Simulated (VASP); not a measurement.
# Si3Sb2 (R-3m) in VASP: further runs

The runs below take Si3Sb2 through single point, relaxation of cell and atoms, with PBE.

Program: VASP 6.6.1. These are calculated values, not measurements. Logs are shortened: lines on timing, memory, paths and dates and some standing lists are left out, and cuts for length are marked.

### Step 1. The cell of the first run

The structure is trigonal, space group R-3m (No. 166). The conventional cell has a = 3.702 Å, b = 3.702 Å, c = 25.740 Å, α = 90.00°, β = 90.00°, γ = 120.00°. Si (site symmetry -3m) has 6 Sb at 2.74 Å within 3.6 Å. Within 3.4 Å of Si (site symmetry 3m) lie 3 Sb at 2.59 Å and 3 Si at 3.07 Å. Within 3.4 Å of Sb (site symmetry 3m) lie 6 Si at 2.59 to 2.74 Å.

### Step 2. Single point, PBE

Input file INCAR:

```
SYSTEM = Si3Sb2
ALGO = Normal ; EDIFF = 1E-7
ENCUT = 520 ; GGA = PE
ISIF = 2 ; ISMEAR = 0
LASPH = .TRUE. ; LCHARG = .FALSE.
LREAL = .FALSE. ; LWAVE = .FALSE.
NBANDS = 19 ; NELM = 100
PREC = Accurate ; SIGMA = 0.1
```

Input file KPOINTS:

```
k-points
0
G
  6 6 6
  0 0 0
```

Input file POSCAR:

```
Si3Sb2
1.0
    1.8509624786      1.0686536853      8.5801499993
   -1.8509624786      1.0686536853      8.5801499993
    0.0000000000     -2.1373073705      8.5801499993
Si Sb
3 2
Direct
    0.0000000000      0.0000000000      0.0000000000
    0.2095000000      0.2095000000      0.2095000000
    0.7905000000      0.7905000000      0.7905000000
    0.4000000000      0.4000000000      0.4000000000
    0.6000000000      0.6000000000      0.6000000000
```

Potentials or basis: VASP PAW PBE potentials, release 64 (Si, Sb).

Run with:

```bash
$ cat potpaw_PBE.64/Si/POTCAR potpaw_PBE.64/Sb/POTCAR > POTCAR
$ mpirun -np 1 vasp_std > vasp.out
```

OUTCAR:

```text
SYSTEM = Si3Sb2
   EDIFF = 1E-7
   ENCUT = 520
   GGA = PE
   ISIF = 2
   ISMEAR = 0
   LASPH = .TRUE.
   LREAL = .FALSE.
   NELM = 100
   PREC = Accurate

 ion  position               nearest neighbor table
   1  0.000  0.000  0.000-   5 2.74   4 2.74   5 2.74   5 2.74   4 2.74   4 2.74
   2  0.209  0.209  0.209-   5 2.59   5 2.59   5 2.59   3 3.07   3 3.07   3 3.07
   3  0.791  0.791  0.791-   4 2.59   4 2.59   4 2.59   2 3.07   2 3.07   2 3.07
   4  0.400  0.400  0.400-   3 2.59   3 2.59   3 2.59   1 2.74   1 2.74   1 2.74
   5  0.600  0.600  0.600-   2 2.59   2 2.59   2 2.59   1 2.74   1 2.74   1 2.74

  LATTYP: Found a trigonal (rhomboedric) cell.
 ALAT       =     8.8423445311
 COS(alpha) =     0.9123624232

  Lattice vectors:

 A1 = (   1.8509624786,   1.0686536853,   8.5801499993)
 A2 = (  -1.8509624786,   1.0686536853,   8.5801499993)
 A3 = (   0.0000000000,  -2.1373073705,   8.5801499993)

Analysis of symmetry for initial positions (statically):
=====================================================================
 Subroutine PRICEL returns:
 Original cell was already a primitive cell.

 Routine SETGRP: Setting up the symmetry group for a
 trigonal (rhombohedral) supercell.

 Subroutine GETGRP returns: Found 12 space group operations
 (whereof 12 operations were pure point group operations)
 out of a pool of 12 trial point group operations.

The static configuration has the point symmetry D_3d.

Analysis of symmetry for dynamics (positions and initial velocities):
=====================================================================
 Subroutine PRICEL returns:
 Original cell was already a primitive cell.

 Routine SETGRP: Setting up the symmetry group for a
 trigonal (rhombohedral) supercell.

 Subroutine GETGRP returns: Found 12 space group operations
 (whereof 12 operations were pure point group operations)
 out of a pool of 12 trial point group operations.

The dynamic configuration has the point symmetry D_3d.

 Subroutine INISYM returns: Found 12 space group operations
 (whereof 12 operations are pure point group operations),
 and found     1 'primitive' translations

----------------------------------------------------------------------------------------

                                     Primitive cell

  volume of cell :     101.8312

  direct lattice vectors                    reciprocal lattice vectors
     1.850962479  1.068653685  8.580149999     0.270129733  0.155959474  0.038849360
    -1.850962479  1.068653685  8.580149999    -0.270129733  0.155959474  0.038849360
     0.000000000 -2.137307370  8.580149999     0.000000000 -0.311918948  0.038849360

  length of vectors
     8.842344531  8.842344531  8.842344531     0.314328972  0.314328972  0.314328972

  position of ions in fractional coordinates (direct lattice)
     0.000000000  0.000000000  0.000000000
     0.209500000  0.209500000  0.209500000
     0.790500000  0.790500000  0.790500000
     0.400000000  0.400000000  0.400000000
     0.600000000  0.600000000  0.600000000

  ion indices of the primitive-cell ions
   primitive index   ion index
                 1           1
                 2           2
                 3           3
                 4           4
                 5           5

----------------------------------------------------------------------------------------

 KPOINTS: k-points

Automatic generation of k-mesh.
 Grid dimensions read from file:
 generate k-points for:    6    6    6

 Generating k-lattice:

  Cartesian coordinates                     Fractional coordinates (reciprocal lattice)
     0.045021622  0.025993246  0.006474893     0.166666667  0.000000000  0.000000000
    -0.045021622  0.025993246  0.006474893     0.000000000  0.166666667  0.000000000
     0.000000000 -0.051986491  0.006474893     0.000000000  0.000000000  0.166666667

  Length of vectors
     0.052388162  0.052388162  0.052388162

  Shift w.r.t. Gamma in fractional coordinates (k-lattice)
     0.000000000  0.000000000  0.000000000

 Subroutine IBZKPT returns following result:
[... 45 lines left out ...]

 Free energy of the ion-electron system (eV)
  ---------------------------------------------------
  ext. energy  EPLUGINS =         0.00000000
  ---------------------------------------------------
  free energy    TOTEN  =       -21.72240340 eV

  energy without entropy =      -21.71759857  energy(sigma->0) =      -21.72000098

 E-fermi :   8.5498     XC(G=0): -10.3566

 val. band max:        8.4056769445   @ k =   0.0000   0.0000   0.0000
 cond. band min:       8.5778328130   @ k =   0.5000   0.5000   0.0000
 fundamental gap:      0.1721558686
 Fermi energy:         8.5497683773

 k-point     1 :       0.0000    0.0000    0.0000
  band No.  band energies     occupation
      1      -5.1345      2.00000
      2      -3.8879      2.00000
      3      -1.4908      2.00000
      4       3.0321      2.00000
      5       3.7383      2.00000
      6       8.2130      2.00000
[... 11 lines left out ...]
     18      13.0454      0.00000
     19      13.6216      0.00000

 k-point     2 :       0.1667    0.0000    0.0000
  band No.  band energies     occupation
      1      -4.7373      2.00000
      2      -3.5222      2.00000
      3      -1.0872      2.00000
      4       2.9817      2.00000
      5       4.0745      2.00000
      6       5.6152      2.00000
[... 11 lines left out ...]
     18      12.9718      0.00000
     19      13.5292      0.00000

 k-point     3 :       0.3333   -0.0000    0.0000
  band No.  band energies     occupation
      1      -3.5669      2.00000
      2      -2.4871      2.00000
      3       0.0597      2.00000
      4       1.2492      2.00000
      5       2.8878      2.00000
      6       4.4270      2.00000
[... 11 lines left out ...]
     18      13.6056      0.00000
     19      13.9641      0.00000

 k-point     4 :       0.5000    0.0000    0.0000
  band No.  band energies     occupation
      1      -2.0469      2.00000
      2      -1.7091      2.00000
      3      -0.6853      2.00000
      4       0.8846      2.00000
      5       2.0259      2.00000
      6       2.4613      2.00000
[... 407 lines left out ...]
     18      13.9980      0.00000
     19      14.7204      0.00000

 k-point    23 :       0.5000    0.5000    0.1667
  band No.  band energies     occupation
      1      -3.4575      2.00000
      2      -2.7343      2.00000
      3       0.3669      2.00000
      4       1.9150      2.00000
      5       2.2843      2.00000
      6       3.0537      2.00000
[... 11 lines left out ...]
     18      13.0582      0.00000
     19      14.5632      0.00000

 k-point    24 :      -0.3333    0.5000    0.1667
  band No.  band energies     occupation
      1      -2.3556      2.00000
      2      -1.8085      2.00000
      3       0.1214      2.00000
      4       1.1749      2.00000
      5       1.8364      2.00000
      6       3.3462      2.00000
[... 11 lines left out ...]
     18      12.7650      0.00000
     19      14.2309      0.00000

 [... further k-points ...]
[... 5 lines left out ...]
  --------------------------------------------------------------------------------------
  -------------------------------------------------------------------------------------
  Total        8.5557340      8.5557340      2.3791225      0.0000000      0.0000000      0.0000000
  in kB      134.6130377    134.6130377     37.4323115      0.0000000      0.0000000      0.0000000
  external PRESSURE =     102.2194623 kB  Pullay stress =       0.0000000 kB

 VOLUME and BASIS-vectors are now :
 -----------------------------------------------------------------------------
  energy-cutoff  :      520.00
  volume of cell :      101.83
      direct lattice vectors                 reciprocal lattice vectors
     1.850962479  1.068653685  8.580149999     0.270129733  0.155959474  0.038849360
    -1.850962479  1.068653685  8.580149999    -0.270129733  0.155959474  0.038849360
     0.000000000 -2.137307370  8.580149999     0.000000000 -0.311918948  0.038849360

 POSITION                                       TOTAL-FORCE (eV/Angst)
 -----------------------------------------------------------------------------------
      0.00000      0.00000      0.00000         0.000000      0.000000     -0.000000
      0.00000      0.00000      5.39262        -0.000000     -0.000000     -1.702565
      0.00000      0.00000     20.34783        -0.000000      0.000000      1.702565
      0.00000      0.00000     10.29618        -0.000000     -0.000000     -0.119882
      0.00000      0.00000     15.44427        -0.000000      0.000000      0.119882
 -----------------------------------------------------------------------------------
    total drift:                               -0.000000     -0.000000     -0.000000

  FREE ENERGIE OF THE ION-ELECTRON SYSTEM (eV)
  ---------------------------------------------------
  free  energy   TOTEN  =       -21.7224033955 eV

  energy  without entropy=      -21.7175985694  energy(sigma->0) =      -21.72000098
```

Run time: 3.1 min. Hardware: 1 thread of Intel Xeon 6975P-C (Granite Rapids), shared host; peak memory 0.66 GiB.

What came out:

```
Free energy            : -21.7224 eV
Pressure               : 10.2 GPa
Largest force          : 1.703 eV/Å
Band gap on the k mesh : zero (band 11 reaches 9.91 eV, above the bottom of band 12 at 7.28 eV)
```

Forces on the atoms (eV/Å):
```
Si   0.000  0.000  0.000
Si   0.000  0.000 -1.703
Si   0.000  0.000  1.703
Sb   0.000  0.000 -0.120
Sb   0.000  0.000  0.120
```

Caveat: spin-orbit coupling is left out, which moves the levels of the heavy elements; forces of over 1 eV/Å act on the atoms, so gaps and moduli don't describe the material at rest.

### Step 3. Single point, PBE

This run uses another cell than the first one, of 21.46 Å³/atom, 1.054 times its volume.

Input file INCAR:

```
PREC = Accurate
ENCUT = 520
EDIFF = 1E-7
ISMEAR = 0
SIGMA = 0.1
LREAL = False
LASPH = True
NELM = 80
ALGO = Normal
ISIF = 2
LWAVE = False
LCHARG = True
GGA = PE
LELF = True
LVHAR = True
NBANDS = 19
```

Input file KPOINTS:

```
Automatic mesh
0
Gamma
  6 6 6
```

Input file POSCAR:

```
Si3Sb2
1.0
    1.9311912231      1.1149737725      8.3051363186
   -1.9311912231      1.1149737725      8.3051363186
    0.0000000000     -2.2299475450      8.3051363186
Si Sb
3 2
Direct
    0.0000000000      0.0000000000      0.0000000000
    0.1860758600      0.1860758600      0.1860758600
    0.8139241400      0.8139241400      0.8139241400
    0.3991618806      0.3991618806      0.3991618806
    0.6008381194      0.6008381194      0.6008381194
```

Potentials or basis: VASP PAW PBE potentials, release 64 (Si, Sb).

Run with:

```bash
$ cat potpaw_PBE.64/Si/POTCAR potpaw_PBE.64/Sb/POTCAR > POTCAR
$ mpirun -np 1 vasp_std > vasp.out
```

Wall time 2 min (1 thread of Intel Xeon 6975P-C (Granite Rapids), shared host); peak memory 0.54 GiB.

It converged, with:

```yaml
Free_energy: -23.1605 eV
Pressure: 0.0 GPa
Largest_force: 0.030 eV/Å
Band_gap_on_the_k_mesh: zero (band 11 reaches 8.52 eV, above the bottom of band 12 at 6.68 eV)
```

Forces in eV/Å, atoms in the order of the input:
```
Si   0.000  0.000  0.000
Si   0.000  0.000 -0.030
Si   0.000  0.000  0.030
Sb   0.000  0.000 -0.008
Sb   0.000  0.000  0.008
```

Stress tensor (GPa, compression positive):
```
-0.07  0.00  0.00
 0.00 -0.07  0.00
 0.00  0.00  0.14
```

Levels at points of the mesh, in eV from the Fermi level:
| k point | band 7 | band 8 | band 9 | band 10 | band 11 | band 12 | band 13 | band 14 | band 15 | band 16 |
| --- | --- | --- | --- | --- | --- | --- | --- | --- | --- | --- |
| (0.00, 0.00, 0.00) | -0.65 | -0.26 | -0.26 | 0.76 | 0.76 | 1.75 | 1.86 | 1.86 | 1.96 | 2.67 |
| (0.50, 0.00, 0.00) | -2.63 | -2.38 | -2.21 | -1.68 | -1.39 | -1.08 | 0.92 | 2.31 | 2.66 | 2.83 |
| (0.50, 0.50, 0.00) | -3.77 | -3.26 | -3.02 | -1.43 | -0.37 | -0.30 | 0.61 | 1.68 | 2.33 | 3.69 |
| (0.50, 0.50, 0.50) | -0.64 | -0.51 | -0.13 | -0.13 | 0.28 | 0.28 | 1.85 | 2.92 | 3.31 | 3.31 |

Caveat: spin-orbit coupling is left out, which moves the levels of the heavy elements.

### Step 4. Relaxation of cell and atoms, PBE

Input file INCAR:

```
  PREC = Accurate
  ENCUT = 600
  EDIFF = 1E-6
  ISMEAR = 0
  SIGMA = 0.1
  LREAL = F
  LASPH = T
  NELM = 80
  ALGO = Normal
  ISIF = 3
  LWAVE = F
  LCHARG = F
  GGA = PE
  IBRION = 2
  NSW = 90
  EDIFFG = -0.04
```

KPOINTS is that of step 3.

Input file POSCAR:

```
Si3Sb2
1.0
    1.8509624786      1.0686536853      8.5801499993
   -1.8509624786      1.0686536853      8.5801499993
    0.0000000000     -2.1373073705      8.5801499993
Si Sb
3 2
Direct
    0.0000000000      0.0000000000      0.0000000000
    0.2095000000      0.2095000000      0.2095000000
    0.7905000000      0.7905000000      0.7905000000
    0.4000000000      0.4000000000      0.4000000000
    0.6000000000      0.6000000000      0.6000000000
```

Run with:

```bash
$ cat potpaw_PBE.64/Si/POTCAR potpaw_PBE.64/Sb/POTCAR > POTCAR
$ mpirun -np 1 vasp_std > vasp.out
```

It took 33 min on 1 thread of Intel Xeon 6975P-C (Granite Rapids), shared host; peak memory 0.8 GiB.

Results (log left out):

```yaml
Free_energy: -23.1606 eV
Relaxed_volume: 21.47 Å³/atom
Relaxed_cell: a = 8.602 Å, b = 8.602 Å, c = 8.602 Å, α = 25.95°, β = 25.95°, γ = 25.95°
Space_group_after_relaxing_to_0.05_Å: R-3m (No. 166)
Energy_gained_by_relaxing: 287.6 meV/atom
Ionic_steps: 19
Pressure_after_relaxing: 0.0 GPa
Largest_force_after_relaxing: 0.028 eV/Å
Band_gap_on_the_k_mesh: zero (band 11 reaches 8.51 eV, above the bottom of band 12 at 6.68 eV)
```

Forces in eV/Å, atoms in the order of the input:
```
Si   0.000  0.000  0.000
Si   0.000  0.000 -0.028
Si   0.000  0.000  0.028
Sb   0.000  0.000 -0.001
Sb   0.000  0.000  0.001
```

Stress tensor (GPa, compression positive):
```
-0.09  0.00  0.00
 0.00 -0.09  0.00
 0.00  0.00  0.12
```

Step by step:
| step | energy change (eV) | largest force (eV/Å) | pressure (GPa) | volume (Å³) |
| --- | --- | --- | --- | --- |
| 1 | 0.0000 | 1.7027 | 10.23 | 101.83 |
| 2 | -0.4634 | 0.3815 | -4.96 | 122.09 |
| 3 | -0.5497 | 0.5781 | -1.61 | 115.44 |
| 4 | -0.6769 | 0.7351 | -1.15 | 113.47 |
| 5 | -0.8689 | 1.0440 | 1.20 | 107.11 |
| 6 | -0.9768 | 0.9150 | -0.09 | 107.63 |
| 7 | -1.0923 | 0.3215 | -2.42 | 109.10 |
| 8 | -1.1722 | 0.4048 | -0.88 | 106.64 |
| 9 | -1.1865 | 0.4569 | 0.16 | 105.27 |
| 10 | -1.2619 | 0.4621 | 0.24 | 105.39 |
| 11 | -1.3943 | 0.2793 | 0.57 | 105.49 |
| 12 | -1.4086 | 0.2292 | 0.80 | 105.43 |
| 13 | -1.4225 | 0.1055 | 1.36 | 105.20 |
| 14 | -1.4240 | 0.1727 | 1.15 | 105.31 |
| 15 | -1.4249 | 0.1404 | 1.25 | 105.26 |
| 16 | -1.4277 | 0.1364 | -1.18 | 108.76 |
| 17 | -1.4331 | 0.1360 | -0.14 | 107.18 |
| 18 | -1.4364 | 0.0791 | -0.09 | 107.25 |
| 19 | -1.4378 | 0.0281 | -0.02 | 107.35 |

Final structure:
```
Si Sb
1.0
     1.93136    1.11507    8.30760
    -1.93136    1.11507    8.30760
     0.00000   -2.23014    8.30760
Si Sb
3 2
Direct
  0.00000 0.00000 0.00000
  0.18605 0.18605 0.18605
  0.81395 0.81395 0.81395
  0.39911 0.39911 0.39911
  0.60089 0.60089 0.60089
```

Levels at points of the mesh, in eV from the Fermi level:
| k point | band 9 | band 10 | band 11 | band 12 | band 13 | band 14 |
| --- | --- | --- | --- | --- | --- | --- |
| (0.00, 0.00, 0.00) | -0.26 | 0.75 | 0.75 | 1.75 | 1.86 | 1.86 |
| (0.50, 0.00, 0.00) | -2.21 | -1.68 | -1.39 | -1.08 | 0.91 | 2.30 |
| (0.50, 0.50, 0.00) | -3.02 | -1.43 | -0.36 | -0.30 | 0.61 | 1.68 |
| (0.50, 0.50, 0.50) | -0.13 | -0.13 | 0.28 | 0.28 | 1.84 | 2.92 |

Caveat: spin-orbit coupling is left out, which moves the levels of the heavy elements.

### Step 5. Single point, PBE

This run uses another cell than the first one, of 21.37 Å³/atom, 1.049 times its volume.

Input file INCAR:

```
ALGO = Normal
EDIFF = 1E-6
ENCUT = 520
GGA = PE
ISIF = 2
ISMEAR = 0
LASPH = True
LCHARG = False
LREAL = False
LWAVE = False
NBANDS = 19
NELM = 100
PREC = Accurate
SIGMA = 0.1
```

Input file KPOINTS:

```
k-points
0
Gamma
  12 12 12
```

Input file POSCAR:

```
Si3Sb2
1.0
    1.9449409667      1.1229121907      8.1527653002
   -1.9449409667      1.1229121907      8.1527653002
    0.0000000000     -2.2458243813      8.1527653002
Si Sb
3 2
Direct
    0.0000000000      0.0000000000      0.0000000000
    0.1869563199      0.1869563199      0.1869563199
    0.8130436801      0.8130436801      0.8130436801
    0.3997483148      0.3997483148      0.3997483148
    0.6002516852      0.6002516852      0.6002516852
```

Run with:

```bash
$ cat potpaw_PBE.64/Si/POTCAR potpaw_PBE.64/Sb/POTCAR > POTCAR
$ mpirun -np 1 vasp_std > vasp.out
```

Run time: 12 min. Hardware: 1 thread of Intel Xeon 6975P-C (Granite Rapids), shared host; peak memory 0.76 GiB.

The run converged. Its results:

```
Free energy            : -23.0738 eV
Pressure               : 0.0 GPa
Largest force          : 0.018 eV/Å
Band gap on the k mesh : zero (band 11 reaches 8.63 eV, above the bottom of band 12 at 6.79 eV)
```

Forces in eV/Å, atoms in the order of the input:
```
Si   0.000  0.000  0.000
Si   0.000  0.000 -0.009
Si   0.000  0.000  0.009
Sb   0.000  0.000  0.018
Sb   0.000  0.000 -0.018
```

Levels at points of the mesh, in eV from the Fermi level:
```
           k point  band 7  band 8  band 9  band 10  band 11  band 12  band 13  band 14  band 15  band 16
(0.00, 0.00, 0.00)   -0.72   -0.42   -0.42     0.62     0.62     1.60     1.67     1.67     1.85     2.59
(0.50, 0.00, 0.00)   -2.73   -2.49   -2.18    -1.68    -1.31    -1.04     0.97     2.44     2.72     2.72
(0.50, 0.50, 0.00)   -3.84   -3.20   -3.15    -1.42    -0.50    -0.35     0.54     1.70     2.62     3.91
(0.50, 0.50, 0.50)   -0.57   -0.40   -0.26    -0.26     0.07     0.07     1.65     2.69     3.20     3.20
```

Caveat: spin-orbit coupling is left out, which moves the levels of the heavy elements.

### Step 6. Overview

| task | cell | k mesh | cutoff (eV) | gap on the mesh (eV) | pressure (GPa) | largest force (eV/Å) |
| --- | --- | --- | --- | --- | --- | --- |
| single point | a = 8.842 Å, angles 24.2°, 5 atoms | 6 × 6 × 6 | 520 | none | 10.2 | 1.70 |
| single point | a = 8.599 Å, angles 26.0°, 5 atoms | 6 × 6 × 6 | 520 | none | 0.0 | 0.03 |
| relaxation of cell and atoms | relaxed from a = 8.842 Å, angles 24.2°, 5 atoms | 6 × 6 × 6 | 600 | none | 0.0 | 0.03 |
| single point | a = 8.456 Å, angles 26.6°, 5 atoms | 12 × 12 × 12 | 520 | none | 0.0 | 0.02 |

Alike in all rows: level PBE; potentials or basis VASP PAW PBE potentials, release 64 (Si, Sb); no spin polarisation; smearing gaussian 0.1 eV.

Caveats: spin-orbit coupling is left out, which moves the levels of the heavy elements; forces of over 1 eV/Å act on the atoms, so gaps and moduli don't describe the material at rest (some runs).

Absolute energies hang on the potentials; compare differences alone.
